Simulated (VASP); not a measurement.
# InP (F-43m) in VASP: G0W0 quasiparticle levels with PBE

Aim: the G0W0 quasiparticle levels of InP with PBE.

All numbers are computed with VASP 6.6.1; they aren't measurements. Logs are shortened: lines on timing, memory, paths and dates and some standing lists are left out, and cuts for length are marked.

### 1 The cell of the first run

The structure is cubic, space group F-43m (No. 216). The conventional cell has a = 5.908 Å, b = 5.908 Å, c = 5.908 Å, α = 90.00°, β = 90.00°, γ = 90.00°. Within 3.4 Å of In (site symmetry -43m) lie 4 P at 2.56 Å. P (site symmetry -43m) has 4 In at 2.56 Å within 3.4 Å.

### 2 G0W0 quasiparticle levels, PBE

Input file POSCAR:

```
InP
1.0
    0.0000000000      2.9537876425      2.9537876425
    2.9537876425      0.0000000000      2.9537876425
    2.9537876425      2.9537876425      0.0000000000
In P
1 1
Direct
    0.0000000000      0.0000000000      0.0000000000
    0.2500000000      0.2500000000      0.2500000000
```

Input file INCAR.step1:

```
SYSTEM = InP
PREC = Accurate
ENCUT = 500
EDIFF = 1E-8
ISMEAR = 0
SIGMA = 0.01
LREAL = .FALSE.
LASPH = .TRUE.
NELM = 100
ALGO = Normal
LWAVE = .TRUE.
LCHARG = .FALSE.
GGA = PE
```

Input file INCAR.step2:

```
SYSTEM = InP
PREC = Accurate
ENCUT = 500
EDIFF = 1E-8
ISMEAR = 0
SIGMA = 0.01
LREAL = .FALSE.
LASPH = .TRUE.
NELM = 1
ALGO = Exact
LWAVE = .TRUE.
LCHARG = .FALSE.
GGA = PE
NBANDS = 291
LOPTICS = .TRUE.
ISTART = 1
```

Input file INCAR.step3:

```
SYSTEM = InP
PREC = Accurate
ENCUT = 500
EDIFF = 1E-8
ISMEAR = 0
SIGMA = 0.01
LREAL = .FALSE.
LASPH = .TRUE.
ALGO = EVGW0
LWAVE = .FALSE.
LCHARG = .FALSE.
GGA = PE
NELMGW = 1
NBANDS = 291
ENCUTGW = 180.0
NOMEGA = 48
PRECFOCK = Fast
ISTART = 1
NBANDSGW = 17
```

Input file KPOINTS:

```
Automatic mesh
0
G
  6 6 6
  0 0 0
```

Potentials or basis: VASP PAW PBE potentials, release 64 (In_d_GW, P_GW).

Run with:

```sh
cat potpaw_PBE.64/In_d_GW/POTCAR potpaw_PBE.64/P_GW/POTCAR > POTCAR
cp INCAR.step1 INCAR
mpirun -np 1 vasp_std > vasp.out
cp INCAR.step2 INCAR
mpirun -np 1 vasp_std > vasp.out
cp INCAR.step3 INCAR
mpirun -np 1 vasp_std > vasp.out
```

OUTCAR:

```text
SYSTEM = InP
   PREC = Accurate
   ENCUT = 500
   EDIFF = 1E-8
   ISMEAR = 0
   LREAL = .FALSE.
   LASPH = .TRUE.
   GGA = PE
   NELMGW = 1
   ENCUTGW = 180.0
   PRECFOCK = Fast
   ISTART = 1

 ion  position               nearest neighbor table
   1  0.000  0.000  0.000-   2 2.56   2 2.56   2 2.56   2 2.56
   2  0.250  0.250  0.250-   1 2.56   1 2.56   1 2.56   1 2.56

  LATTYP: Found a face centered cubic cell.
 ALAT       =     5.9075752850

  Lattice vectors:

 A1 = (   0.0000000000,   2.9537876425,   2.9537876425)
 A2 = (   2.9537876425,   0.0000000000,   2.9537876425)
 A3 = (   2.9537876425,   2.9537876425,   0.0000000000)

Analysis of symmetry for initial positions (statically):
=====================================================================
 Subroutine PRICEL returns:
 Original cell was already a primitive cell.

 Routine SETGRP: Setting up the symmetry group for a
 face centered cubic supercell.

 Subroutine GETGRP returns: Found 24 space group operations
 (whereof 24 operations were pure point group operations)
 out of a pool of 48 trial point group operations.

The static configuration has the point symmetry T_d .

Analysis of symmetry for dynamics (positions and initial velocities):
=====================================================================
 Subroutine PRICEL returns:
 Original cell was already a primitive cell.

 Routine SETGRP: Setting up the symmetry group for a
 face centered cubic supercell.

 Subroutine GETGRP returns: Found 24 space group operations
 (whereof 24 operations were pure point group operations)
 out of a pool of 48 trial point group operations.

The dynamic configuration has the point symmetry T_d .

 Subroutine INISYM returns: Found 24 space group operations
 (whereof 24 operations are pure point group operations),
 and found     1 'primitive' translations

----------------------------------------------------------------------------------------

                                     Primitive cell

  volume of cell :      51.5428

  direct lattice vectors                    reciprocal lattice vectors
     0.000000000  2.953787643  2.953787643    -0.169274186  0.169274186  0.169274186
[... 44 lines left out ...]
  0.166667  0.000000  0.000000      8.000000
  0.333333  0.000000  0.000000      8.000000
  0.500000  0.000000  0.000000      4.000000
  0.166667  0.166667  0.000000      6.000000
  0.333333  0.166667  0.000000     24.000000
[... 8 lines left out ...]
 -0.333333  0.333333  0.166667     24.000000
 -0.333333  0.500000  0.166667     12.000000
   k-points           NKPTS =     16   k-points in BZ     NKDIM =    216   number of bands    NBANDS=    291
   number of dos      NEDOS =    301   number of ions     NIONS =      2
   total plane-waves  NPLWV =  27000
   dimension x,y,z NGX =    30 NGY =   30 NGZ =   30
   dimension x,y,z NGXF=    60 NGYF=   60 NGZF=   60
   ions per type =               1   1
   NGX,Y,Z   is equivalent  to a cutoff of  11.94, 11.94, 11.94 a.u.
   NGXF,Y,Z  is equivalent  to a cutoff of  23.88, 23.88, 23.88 a.u.
 SYSTEM =  InP
   PREC   = accura    normal or accurate (medium, high low for compatibility)
   ISTART =      1    job   : 0-new  1-cont  2-samecut
   ICHARG =      0    charge: 1-file 2-atom 10-const
   ISPIN  =      1    spin polarized calculation?
   LNONCOLLINEAR =      F non collinear calculations
   LSORBIT =      F    spin-orbit coupling
   LASPH  =      T    aspherical Exc in radial PAW
   ENCUT  =  500.0 eV  36.75 Ry    6.06 a.u.   7.62  7.62  7.62*2*pi/ulx,y,z
   NELM   =     60;   NELMIN=  2; NELMDL=  0     # of ELM steps
   EDIFF  = 0.1E-07   stopping-criterion for ELM
   LREAL  =      F    real-space projection
   EDIFFG = 0.1E-06   stopping-criterion for IOM
   NSW    =      0    number of steps for IOM
   IBRION =     -1    ionic relax: 0-MD 1-quasi-New 2-CG
   NFREE  =      0    steps in history (QN), initial steepest desc. (CG)
   ISIF   =      0    stress and relaxation
   ISYM   =      3    0-nonsym 1-usesym 2-fastsym
   POTIM  = 0.5000    time-step for ionic-motion
   TEBEG  =    0.0;   TEEND  =   0.0 temperature during run
   PSTRESS=    0.0 pullay stress
   NELECT =      18.0000    total number of electrons
   NUPDOWN=      -1.0000    fix difference up-down
   EMIN   =  10.00;   EMAX   =-10.00  energy-range for DOS
   EFERMI =   0.00;   METHOD = LEGACY
   ISMEAR =     0;   SIGMA  =   0.01  broadening in eV -4-tet -1-fermi 0-gaus
   EFERMI_NEDOS =   21; number of points for ismear=-14 and -15
   IALGO  =     38    algorithm
   IMIX   =      4    mixing-type and parameters
     AMIX     =   0.40;   BMIX     =  1.00
     AMIX_MAG =   1.60;   BMIX_MAG =  1.00
  volume/ion in A,a.u.               =      25.77       173.91
  Fermi-wavevector in a.u.,A,eV,Ry     =   1.152860  2.178589 18.083301  1.329085
  Thomas-Fermi vector in A             =   2.289508
   LORBIT       =      0    0 simple, 1 ext, 2 COOP (PROOUT), +10 PAW based schemes
   GGA     = PE    functional components
   LHFCALC =     T    Hartree Fock is set to
   PRECFOCK=fast      Normal, Fast or Accurate (Low or Medium for compatibility)
   ENCUT4O =  -1.0   cutoff for four orbital integrals eV
   NKREDX  =     1    reduce k-point grid by
   NKREDY  =     1    reduce k-point grid by
   NKREDZ  =     1    reduce k-point grid by
   AEXX    =    1.0000 exact exchange contribution
   HFSCREEN=    0.0000 screening length (either q_TF or 0.3 A-1)
   HFSCREENC=   0.0000 screening length for correlation (either q_TF or 0.3 A-1)
   ENCUTFOCK=  -1.0 apply spherical cutoff to Coloumb kernel
   IVDW    =     0    specifies the selected vdW correction
   LEPSILON=     F    determine dielectric tensor
   LRPA    =     F    only Hartree local field effects (RPA)
   LRPAFORCE           =     F    calculate RPA forces
   ENCUTGW             = 180.0    cutoff for response function in eV
   ENCUTGWSOFT         = 144.0    soft cutoff for Coulomb kernel in GW response function in eV
   ENCUTLF             =  -1.0    cutoff for local field effects
   NELMGW              =     1    number of iterations in solving QP/BSE equation
   NELMHF              =     1    number of iterations in the inner HF iteration
   NKREDLFX            =     1    NKREDLFY  =   1   NKREDLFZ  =   1
 non-spin polarized calculation
 Gauss-broadening in eV      SIGMA  =   0.01
  energy-cutoff  :      500.00
  volume of cell :       51.54
 maximum number of plane-waves:      1363
  NGX = 18; NGY = 18; NGZ = 18
   NGX = 15   NGY = 15   NGZ = 15
 maximum number of plane-waves:       295

 QP shifts <psi_nk| G(iteration)W_0 |psi_nk>: iteration 1
 for sc-GW calculations column KS-energies equals QP-energies in previous step
 and V_xc(KS)=  KS-energies - (<T + V_ion + V_H > + <T+V_H+V_ion>^1  + <V_x>^1)

 k-point   1 :       0.0000    0.0000    0.0000
  band No.  KS-energies  QP-energies   sigma(KS)   V_xc(KS)     V^pw_x(r,r')   Z            occupation Imag(sigma)

      1     -10.4698     -13.0102     -20.2413     -16.6005     -25.3243       0.6978       2.0000      -1.4731
      2     -10.4698     -13.0102     -20.2413     -16.6005     -25.3243       0.6978       2.0000      -1.4731
      3     -10.4698     -13.0102     -20.2413     -16.6005     -25.3243       0.6978       2.0000      -1.4731
      4     -10.3301     -12.9066     -20.3761     -16.6849     -25.3497       0.6980       2.0000      -1.5655
      5     -10.3301     -12.9066     -20.3761     -16.6849     -25.3497       0.6980       2.0000      -1.5655
      6      -7.6656      -8.1526     -12.0751     -11.2724     -18.2081       0.6067       2.0000       0.5437
[... 311 lines left out ...]
      3     -10.3809     -12.9448     -20.3419     -16.6793     -25.3871       0.7000       2.0000      -1.5055
      4     -10.3556     -12.9218     -20.3389     -16.6600     -25.3340       0.6975       2.0000      -1.5497
      5     -10.3099     -12.8909     -20.3921     -16.7055     -25.3756       0.7001       2.0000      -1.5656
      6      -5.3400      -5.9400     -13.3832     -12.4780     -18.6227       0.6629       2.0000       0.2967
[... 9 lines left out ...]
     16      15.4869      15.5720     -10.2625     -10.3792      -3.9531       0.7292       0.0000      -0.6589
     17      15.5920      15.5017      -9.6681      -9.5452      -3.5527       0.7353       0.0000      -0.6612
```

OUTCAR.step2:

```text
SYSTEM = InP
   PREC = Accurate
   ENCUT = 500
   EDIFF = 1E-8
[... 929 lines left out ...]
  --------------------------------------------------------------------------------------------------------------
     0.00000    22.40810    22.40810    22.40810    -0.00000     0.00000    -0.00000
     2.21024    12.56537    12.56537    12.56537    -0.00000    -0.00000    -0.00000
     4.42048   -10.13533   -10.13533   -10.13533     0.00000     0.00000    -0.00000
     6.63072    -5.28672    -5.28672    -5.28672    -0.00000     0.00000    -0.00000
     8.84096    -2.33990    -2.33990    -2.33990     0.00000     0.00000    -0.00000
    11.05119    -0.95192    -0.95192    -0.95192     0.00000    -0.00000     0.00000
[... 92 lines left out ...]
   216.60340     0.98399     0.98399     0.98399     0.00000     0.00000     0.00000
   218.81364     0.98439     0.98439     0.98439     0.00000     0.00000     0.00000
```

Wall time 2.4 h (1 thread of Intel Xeon 8259CL, shared host); peak memory 2 GiB.

Results:

```yaml
Quasiparticle_gap: 1.10 eV
Least_direct_quasiparticle_gap: 1.10 eV
Band_gap_of_the_starting_levels_on_the_mesh: 0.58 eV
Least_direct_gap_of_the_starting_levels_on_the_mesh: 0.58 eV
```

Caveat: bands, screening cutoff and mesh are small and nothing is extrapolated, so the quasiparticle values aren't converged; spin-orbit coupling is left out, which moves the levels of the heavy elements.
